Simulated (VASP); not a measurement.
Write the native input for VASP 6.6.1 that does the following.

```yaml
Task: relaxation of cell and atoms
Functional: PBE
Potentials_or_basis: VASP PAW PBE potentials, release 64 (Bi_d)
Cutoff: 600 eV
k_mesh: 14 × 14 × 14
Occupations: fermi-dirac, width 0.08 eV
Spin: no spin polarisation
Target_pressure: 21 GPa
Dipole_correction: no
Further_INCAR_settings: ALGO = Normal; EDIFF = 1e-07; IBRION = 2; EDIFFG = -0.005; NSW = 32; ISIF = 3
```

The structure of Bi lies in POSCAR:

```
Bi
1.0
    0.0000000000      2.3227927978      2.3227927978
    2.3227927978      0.0000000000      2.3227927978
    2.3227927978      2.3227927978      0.0000000000
Bi
1
Direct
    0.0000000000      0.0000000000      0.0000000000
```

This isn't the form of Bi at room conditions, which is rhombohedral.

The input as run:

INCAR

```
SYSTEM = Bi
PREC = Accurate ; ENCUT = 600
EDIFF = 1E-7 ; ISMEAR = -1
SIGMA = 0.08 ; LREAL = .FALSE.
LASPH = .TRUE. ; NELM = 100
ALGO = Normal ; ISIF = 3
LWAVE = .FALSE. ; LCHARG = .FALSE.
GGA = PE ; IBRION = 2
NSW = 32 ; EDIFFG = -0.005
PSTRESS = 210.0
```

KPOINTS

```
Automatic mesh
0
G
  14 14 14
  0 0 0
```

Potentials or basis: VASP PAW PBE potentials, release 64 (Bi_d).

Launch:

```sh
$ cat potpaw_PBE.64/Bi_d/POTCAR > POTCAR
$ mpirun -np 1 vasp_std > vasp.out
```

It gave:

The pressure after relaxing is 21.0 GPa. The band gap on the k mesh is zero (an odd number of electrons rules out a gap without spin polarisation).

Caveat: the relaxation stopped at its first step, so nothing moved; the cell is relaxed towards a set pressure, so the run minimises the enthalpy, not the energy; spin-orbit coupling is left out, which moves the levels of the heavy elements.

Run time: 14 s on 1 thread of AMD EPYC 9R45 96-Core Processor (Zen 5) (shared host), peak memory 0.15 GiB.
